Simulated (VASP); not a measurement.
# Si2W3 (P4/m) in VASP: single point with PBE

Aim: the single point of Si2W3 with PBE.

Program: VASP 6.6.1. These are calculated values, not measurements. Logs are shortened: lines on timing, memory, paths and dates and some standing lists are left out, and cuts for length are marked.

### 1 The cell of the first run

The structure is tetragonal, space group P4/m (No. 83). The conventional cell has a = 6.630 Å, b = 6.630 Å, c = 3.312 Å, α = 90.00°, β = 90.00°, γ = 90.00°. Si (site symmetry m) has 3 Si at 2.52 to 3.31 Å and 8 W at 2.54 to 2.63 Å within 3.4 Å. Within 3.4 Å of W (site symmetry 4/m) lie 4 Si at 2.54 Å and 10 W at 3.07 to 3.31 Å. W (site symmetry 4/m) has 4 Si at 2.63 Å and 10 W at 2.92 to 3.31 Å within 3.5 Å. W (site symmetry m) has 6 Si at 2.55 to 2.58 Å and 9 W at 2.92 to 3.39 Å within 3.4 Å.

### 2 Single point, PBE (atoms displaced along a vibrational mode)

INCAR reads:

```
SYSTEM = Si2W3
  PREC = Accurate
  ENCUT = 520
  EDIFF = 1E-6
  ISMEAR = 0
  SIGMA = 0.15
  LREAL = .False.
  LASPH = .True.
  NELM = 80
  ALGO = Fast
  ISIF = 2
  LWAVE = .False.
  LCHARG = .False.
  GGA = PE
  NBANDS = 61
```

KPOINTS reads:

```
regular mesh
0
Gamma
  6 6 12
  0 0 0
```

POSCAR reads:

```
Si2W3
1.0
    6.6300342967      0.0000000000      0.0000000000
    0.0000000000      6.6300342967      0.0000000000
    0.0000000000      0.0000000000      3.3123213826
Si W
4 6
Direct
    0.1397368305      0.6287291467      0.0000000000
    0.8602631695      0.3712708533      0.0000000000
    0.6287291467      0.8602631695      0.0000000000
    0.3712708533      0.1397368305      0.0000000000
    0.5000000000      0.5000000000      0.0000000000
    0.0000000000      0.0000000000      0.0000000000
    0.6701771751      0.1488467641      0.5000000000
    0.3298228249      0.8511532359      0.5000000000
    0.1488467641      0.3298228249      0.5000000000
    0.8511532359      0.6701771751      0.5000000000
```

Potentials or basis: VASP PAW PBE potentials, release 64 (Si, W_sv).

Run with:

```console
$ cat potpaw_PBE.64/Si/POTCAR potpaw_PBE.64/W_sv/POTCAR > POTCAR
$ mpirun -np 1 vasp_std > vasp.out
```

OUTCAR:

```text
SYSTEM = Si2W3
   PREC = Accurate
   ENCUT = 520
   EDIFF = 1E-6
   ISMEAR = 0
   LREAL = .False.
   LASPH = .True.
   NELM = 80
   ISIF = 2
   GGA = PE

 ion  position               nearest neighbor table
   1  0.140  0.629  0.000-   2 2.52   5 2.54  10 2.55  10 2.55   8 2.55   8 2.55   9 2.58   9 2.58
                             6 2.63
   2  0.860  0.371  0.000-   1 2.52   5 2.54   9 2.55   9 2.55   7 2.55   7 2.55  10 2.58  10 2.58
                             6 2.63
   3  0.629  0.860  0.000-   4 2.52   5 2.54   7 2.55   7 2.55  10 2.55  10 2.55   8 2.58   8 2.58
                             6 2.63
   4  0.371  0.140  0.000-   3 2.52   5 2.54   8 2.55   8 2.55   9 2.55   9 2.55   7 2.58   7 2.58
                             6 2.63
   5  0.500  0.500  0.000-   1 2.54   2 2.54   3 2.54   4 2.54   7 3.07   8 3.07   9 3.07  10 3.07
                             7 3.07   8 3.07   9 3.07  10 3.07
   6  0.000  0.000  0.000-   1 2.63   2 2.63   3 2.63   4 2.63   7 2.92   8 2.92   9 2.92  10 2.92
                             7 2.92   8 2.92   9 2.92  10 2.92
   7  0.670  0.149  0.500-   3 2.55   3 2.55   2 2.55   2 2.55   4 2.58   4 2.58   6 2.92   6 2.92
                             8 3.00   5 3.07   5 3.07  10 3.39   9 3.39
   8  0.330  0.851  0.500-   4 2.55   4 2.55   1 2.55   1 2.55   3 2.58   3 2.58   6 2.92   6 2.92
                             7 3.00   5 3.07   5 3.07  10 3.39   9 3.39
   9  0.149  0.330  0.500-   2 2.55   2 2.55   4 2.55   4 2.55   1 2.58   1 2.58   6 2.92   6 2.92
                            10 3.00   5 3.07   5 3.07   7 3.39   8 3.39
  10  0.851  0.670  0.500-   1 2.55   1 2.55   3 2.55   3 2.55   2 2.58   2 2.58   6 2.92   6 2.92
                             9 3.00   5 3.07   5 3.07   7 3.39   8 3.39

  LATTYP: Found a simple tetragonal cell.
 ALAT       =     6.6300342967
 C/A-ratio  =     0.4995934009

  Lattice vectors:

 A1 = (   6.6300342967,   0.0000000000,   0.0000000000)
 A2 = (   0.0000000000,   6.6300342967,   0.0000000000)
 A3 = (   0.0000000000,   0.0000000000,   3.3123213826)

Analysis of symmetry for initial positions (statically):
=====================================================================
 Subroutine PRICEL returns:
 Original cell was already a primitive cell.

 Routine SETGRP: Setting up the symmetry group for a
 simple tetragonal supercell.

 Subroutine GETGRP returns: Found  8 space group operations
 (whereof  8 operations were pure point group operations)
 out of a pool of 16 trial point group operations.

The static configuration has the point symmetry C_4h.

Analysis of symmetry for dynamics (positions and initial velocities):
=====================================================================
 Subroutine PRICEL returns:
 Original cell was already a primitive cell.

 Routine SETGRP: Setting up the symmetry group for a
 simple tetragonal supercell.

 Subroutine GETGRP returns: Found  8 space group operations
 (whereof  8 operations were pure point group operations)
 out of a pool of 16 trial point group operations.

The dynamic configuration has the point symmetry C_4h.

 Subroutine INISYM returns: Found  8 space group operations
 (whereof  8 operations are pure point group operations),
 and found     1 'primitive' translations

----------------------------------------------------------------------------------------

                                     Primitive cell

  volume of cell :     145.6009

  direct lattice vectors                    reciprocal lattice vectors
     6.630034297  0.000000000  0.000000000     0.150828782  0.000000000  0.000000000
     0.000000000  6.630034297  0.000000000     0.000000000  0.150828782  0.000000000
     0.000000000  0.000000000  3.312321383     0.000000000  0.000000000  0.301903072

  length of vectors
     6.630034297  6.630034297  3.312321383     0.150828782  0.150828782  0.301903072

  position of ions in fractional coordinates (direct lattice)
     0.139736830  0.628729147  0.000000000
     0.860263170  0.371270853  0.000000000
     0.628729147  0.860263170  0.000000000
     0.371270853  0.139736830  0.000000000
     0.500000000  0.500000000  0.000000000
     0.000000000  0.000000000  0.000000000
     0.670177175  0.148846764  0.500000000
     0.329822825  0.851153236  0.500000000
     0.148846764  0.329822825  0.500000000
     0.851153236  0.670177175  0.500000000

  ion indices of the primitive-cell ions
   primitive index   ion index
                 1           1
                 2           2
                 3           3
                 4           4
                 5           5
                 6           6
                 7           7
                 8           8
                 9           9
                10          10

----------------------------------------------------------------------------------------

 KPOINTS: regular mesh

Automatic generation of k-mesh.
 Grid dimensions read from file:
 generate k-points for:    6    6   12

 Generating k-lattice:

  Cartesian coordinates                     Fractional coordinates (reciprocal lattice)
     0.025138130  0.000000000  0.000000000     0.166666667  0.000000000  0.000000000
     0.000000000  0.025138130  0.000000000     0.000000000  0.166666667  0.000000000
     0.000000000  0.000000000  0.025158589     0.000000000  0.000000000  0.083333333

  Length of vectors
     0.025138130  0.025138130  0.025158589

  Shift w.r.t. Gamma in fractional coordinates (k-lattice)
     0.000000000  0.000000000  0.000000000

 Subroutine IBZKPT returns following result:
 ===========================================

 Found     77 irreducible k-points:

 Following reciprocal coordinates:
            Coordinates               Weight
  0.000000  0.000000  0.000000      1.000000
  0.166667  0.000000  0.000000      4.000000
  0.333333  0.000000  0.000000      4.000000
  0.500000  0.000000  0.000000      2.000000
  0.166667  0.166667  0.000000      4.000000
  0.333333  0.166667  0.000000      4.000000
[... 16 lines left out ...]
  0.000000  0.000000  0.166667      2.000000
  0.166667  0.000000  0.166667      8.000000
 [... further k-points ...]
   k-points           NKPTS =     77   k-points in BZ     NKDIM =     77   number of bands    NBANDS=     61
   number of dos      NEDOS =    301   number of ions     NIONS =     10
   total plane-waves  NPLWV =  70000
   dimension x,y,z NGX =    50 NGY =   50 NGZ =   28
   dimension x,y,z NGXF=   100 NGYF=  100 NGZF=   56
   ions per type =               4   6
   NGX,Y,Z   is equivalent  to a cutoff of  12.54, 12.54, 14.05 a.u.
   NGXF,Y,Z  is equivalent  to a cutoff of  25.07, 25.07, 28.11 a.u.
 SYSTEM =  Si2W3
   PREC   = accura    normal or accurate (medium, high low for compatibility)
   ISTART =      0    job   : 0-new  1-cont  2-samecut
   ICHARG =      2    charge: 1-file 2-atom 10-const
   ISPIN  =      1    spin polarized calculation?
   LNONCOLLINEAR =      F non collinear calculations
   LSORBIT =      F    spin-orbit coupling
   LASPH  =      T    aspherical Exc in radial PAW
   ENCUT  =  520.0 eV  38.22 Ry    6.18 a.u.  12.33 12.33  6.16*2*pi/ulx,y,z
   NELM   =     80;   NELMIN=  2; NELMDL= -5     # of ELM steps
   EDIFF  = 0.1E-05   stopping-criterion for ELM
   LREAL  =      F    real-space projection
   EDIFFG = 0.1E-04   stopping-criterion for IOM
   NSW    =      0    number of steps for IOM
   IBRION =     -1    ionic relax: 0-MD 1-quasi-New 2-CG
   NFREE  =      0    steps in history (QN), initial steepest desc. (CG)
   ISIF   =      2    stress and relaxation
   ISYM   =      2    0-nonsym 1-usesym 2-fastsym
   POTIM  = 0.5000    time-step for ionic-motion
   TEBEG  =    0.0;   TEEND  =   0.0 temperature during run
   PSTRESS=    0.0 pullay stress
   NELECT =     100.0000    total number of electrons
   NUPDOWN=      -1.0000    fix difference up-down
   EMIN   =  10.00;   EMAX   =-10.00  energy-range for DOS
   EFERMI =   0.00;   METHOD = LEGACY
   ISMEAR =     0;   SIGMA  =   0.15  broadening in eV -4-tet -1-fermi 0-gaus
   EFERMI_NEDOS =   21; number of points for ismear=-14 and -15
   IALGO  =     68    algorithm
   IMIX   =      4    mixing-type and parameters
     AMIX     =   0.40;   BMIX     =  1.00
     AMIX_MAG =   1.60;   BMIX_MAG =  1.00
  volume/ion in A,a.u.               =      14.56        98.26
  Fermi-wavevector in a.u.,A,eV,Ry     =   1.444398  2.729516 28.385632  2.086285
  Thomas-Fermi vector in A             =   2.562697
   LORBIT       =      0    0 simple, 1 ext, 2 COOP (PROOUT), +10 PAW based schemes
   GGA     = PE    functional components
   LHFCALC =     F    Hartree Fock is set to
   AEXX    =    0.0000 exact exchange contribution
   IVDW    =     0    specifies the selected vdW correction
   LEPSILON=     F    determine dielectric tensor
   LRPA    =     F    only Hartree local field effects (RPA)
 non-spin polarized calculation
 RMM-DIIS sequential band-by-band and
 Gauss-broadening in eV      SIGMA  =   0.15
  energy-cutoff  :      520.00
  volume of cell :      145.60
 maximum number of plane-waves:      3945
 NGX is ok and might be reduce to    50
   NGX = 25   NGY = 25   NGZ = 13

 number of electron     100.0000000 magnetization

 number of electron      99.9999983 magnetization

 Free energy of the ion-electron system (eV)
  ---------------------------------------------------
  ext. energy  EPLUGINS =         0.00000000
  ---------------------------------------------------
  free energy    TOTEN  =       -99.28221730 eV

  energy without entropy =      -99.21287334  energy(sigma->0) =      -99.24754532

 E-fermi :  11.7134     XC(G=0): -12.9443

 val. band max:       11.7091985972   @ k =   0.0000   0.0000   0.1667
 cond. band min:      11.7160467300   @ k =   0.5000   0.3333   0.3333
 fundamental gap:      0.0068481328
 Fermi energy:        11.7133844020

 k-point     1 :       0.0000    0.0000    0.0000
  band No.  band energies     occupation
      1     -62.6376      2.00000
      2     -62.6258      2.00000
      3     -62.6182      2.00000
      4     -62.6182      2.00000
      5     -62.5289      2.00000
      6     -62.2745      2.00000
[... 1525 lines left out ...]
     60      13.6453      0.00000
     61      13.8750      0.00000

 [... further k-points ...]

------------------------ aborting loop because EDIFF is reached ----------------------------------------

  FORCE on cell =-STRESS in cart. coord.  units (eV):
  Direction    XX          YY          ZZ          XY          YZ          ZX
  --------------------------------------------------------------------------------------
  -------------------------------------------------------------------------------------
  Total        1.0472245      1.0472245     -0.0161071     -0.0000000     -0.0000000      0.0000000
  in kB       11.5235521     11.5235521     -0.1772410     -0.0000003     -0.0000000      0.0000000
  external PRESSURE =       7.6232877 kB  Pullay stress =       0.0000000 kB

 VOLUME and BASIS-vectors are now :
 -----------------------------------------------------------------------------
  energy-cutoff  :      520.00
  volume of cell :      145.60
      direct lattice vectors                 reciprocal lattice vectors
     6.630034297  0.000000000  0.000000000     0.150828782  0.000000000  0.000000000
     0.000000000  6.630034297  0.000000000     0.000000000  0.150828782  0.000000000
     0.000000000  0.000000000  3.312321383     0.000000000  0.000000000  0.301903072

 POSITION                                       TOTAL-FORCE (eV/Angst)
 -----------------------------------------------------------------------------------
      0.92646      4.16850      0.00000         0.005580      0.005889     -0.000000
      5.70357      2.46154      0.00000        -0.005580     -0.005889     -0.000000
      4.16850      5.70357      0.00000         0.005889     -0.005580     -0.000000
      2.46154      0.92646      0.00000        -0.005889      0.005580     -0.000000
      3.31502      3.31502      0.00000         0.000000      0.000000     -0.000000
      0.00000      0.00000      0.00000         0.000000      0.000000     -0.000000
      4.44330      0.98686      1.65616        -0.036559      0.093807      0.000000
      2.18674      5.64318      1.65616         0.036559     -0.093807      0.000000
      0.98686      2.18674      1.65616         0.093807      0.036559     -0.000000
      5.64318      4.44330      1.65616        -0.093807     -0.036559      0.000000
 -----------------------------------------------------------------------------------
    total drift:                                0.000000     -0.000000     -0.000000

  FREE ENERGIE OF THE ION-ELECTRON SYSTEM (eV)
  ---------------------------------------------------
  free  energy   TOTEN  =       -99.2822172983 eV

  energy  without entropy=      -99.2128733388  energy(sigma->0) =      -99.24754532
```

Run time: 12 min. Hardware: 1 thread of Intel Xeon Platinum 8488C (Sapphire Rapids), shared host; peak memory 0.58 GiB.

What came out:

```
Free energy            : -99.2822 eV
Pressure               : 0.8 GPa
Largest force          : 0.101 eV/Å
Band gap on the k mesh : zero (bands 50 and 51 overlap by 1.58 eV)
```

Forces in eV/Å, atoms in the order of the input:
```
Si   0.006  0.006  0.000
Si  -0.006 -0.006  0.000
Si   0.006 -0.006  0.000
Si  -0.006  0.006  0.000
W    0.000  0.000  0.000
W    0.000  0.000  0.000
W   -0.037  0.094  0.000
W    0.037 -0.094  0.000
W    0.094  0.037  0.000
W   -0.094 -0.037  0.000
```

Caveat: the cell differs from its parent crystal (atoms displaced along a vibrational mode); spin-orbit coupling is left out, which moves the levels of the heavy elements.
